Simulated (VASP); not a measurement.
A run of VASP 6.6.1 is set up as follows.

Contents of INCAR:

```
SYSTEM = HfB2
PREC = Accurate
ENCUT = 520
EDIFF = 1E-6
ISMEAR = 0
SIGMA = 0.1
LREAL = .FALSE.
LASPH = .TRUE.
NELM = 100
ALGO = Normal
ISIF = 2
LWAVE = .FALSE.
LCHARG = .TRUE.
GGA = PS
LELF = .TRUE.
LVHAR = .TRUE.
NBANDS = 15
```

File KPOINTS:

```
Automatic mesh
0
G
  18 18 12
  0 0 0
```

File POSCAR:

```
HfB2
1.0
    3.2190526350      0.0000000000      0.0000000000
   -1.6095263175      2.7877813580      0.0000000000
    0.0000000000      0.0000000000      3.5789104469
Hf B
1 2
Direct
    0.0000000000      0.0000000000      0.0000000000
    0.3333333333      0.6666666667      0.5000000000
    0.6666666667      0.3333333333      0.5000000000
```

Potentials or basis: VASP PAW PBE potentials, release 64 (Hf_pv, B).

The run is started by

```sh
$ cat potpaw_PBE.64/Hf_pv/POTCAR potpaw_PBE.64/B/POTCAR > POTCAR
$ mpirun -np 1 vasp_std > vasp.out
```

(1) What does it give for the pressure?

(2) Predict the band gap on the k mesh.

Results:

(1) -20.9 GPa.

(2) zero (bands 8 and 9 overlap by 1.26 eV).

Caveat: the cell stands under tension; the PAW data sets were made with another functional, which shifts forces and pressure a little; spin-orbit coupling is left out, which moves the levels of the heavy elements.
